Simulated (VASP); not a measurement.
A run of VASP 6.6.1 is set up as follows.

The input INCAR:

```
SYSTEM = CdO
PREC = Accurate
ENCUT = 600
EDIFF = 1E-6
ISMEAR = -1
SIGMA = 0.05
LREAL = .FALSE.
LASPH = .TRUE.
NELM = 120
ALGO = Normal
ISIF = 2
LWAVE = .FALSE.
LCHARG = .TRUE.
GGA = B5
ALDAX = 1.0
AGGAX = 1.0
AGGAC = 1.0
ALDAC = 0.0
IVDW = 12
VDW_S6 = 1.0
VDW_S8 = 2.6996
VDW_A1 = 0.4298
VDW_A2 = 4.2359
LELF = .TRUE.
LVHAR = .TRUE.
NBANDS = 16
GGA_COMPAT = .FALSE.
```

File KPOINTS:

```
regular mesh
0
G
  10 10 10
  0 0 0
```

The input POSCAR:

```
CdO
1.0
    0.0000000000      2.3177461075      2.3177461075
    2.3177461075      0.0000000000      2.3177461075
    2.3177461075      2.3177461075      0.0000000000
Cd O
1 1
Direct
    0.0000000000      0.0000000000      0.0000000000
    0.5000000000      0.5000000000      0.5000000000
```

Potentials or basis: VASP PAW PBE potentials, release 64 (Cd, O).

Command:

```bash
$ cat potpaw_PBE.64/Cd/POTCAR potpaw_PBE.64/O/POTCAR > POTCAR
$ mpirun -np 1 vasp_std > vasp.out
```

Problem. Predict the pressure.

Solution. 12.7 GPa.

Problem. What does it give for the band gap on the k mesh?

Solution. Zero (band 9 reaches 2.83 eV, above the bottom of band 10 at 2.64 eV).

Problem. What does it give for the dispersion energy per atom?

Solution. -0.675 eV.

Caveat: the PAW data sets were made with another functional, which shifts forces and pressure a little; pairwise dispersion overbinds metals, which lowers pressure and volume.
